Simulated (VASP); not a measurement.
Crystal: ZnSe (Stilleite).

```
CELL_PARAMETERS angstrom
0.00000 2.81478 2.81478
2.81478 0.00000 2.81478
2.81478 2.81478 0.00000
ATOMIC_POSITIONS crystal
Se 0.75000 0.75000 0.75000
Zn 0.00000 0.00000 0.00000
```

This cell differs from its parent crystal: volume scaled by 0.98.

Base run:

```yaml
Program: VASP 6.6.1
Functional: PBEsol
Potentials_or_basis: VASP PAW PBE potentials, release 64 (Se, Zn)
Cutoff: 520 eV
k_mesh: 8 × 8 × 8
Occupations: fermi-dirac, width 0.05 eV
Spin: no spin polarisation
```

Its results: band gap on the k mesh 1.25 eV, direct; pressure 0.4 GPa.

Task: After a change of settings the same cell gave: band gap on the k mesh 1.49 eV, direct; pressure 5.4 GPa. Which change was it?
A. functional from PBEsol to PBE; further incar settings from ALGO = Normal; EDIFF = 1e-06; NBANDS = 16 to ALGO = Normal; EDIFF = 1e-07; NBANDS = 16
B. functional from PBEsol to revPBE
C. functional from PBEsol to r2SCAN; dispersion from none to D4
D. dispersion from none to D3(BJ)

Result: B.

revPBE binds less tightly than PBEsol, so the same cell stands under more pressure.

Caveats: the PAW data sets were made with another functional, which shifts forces and pressure a little.
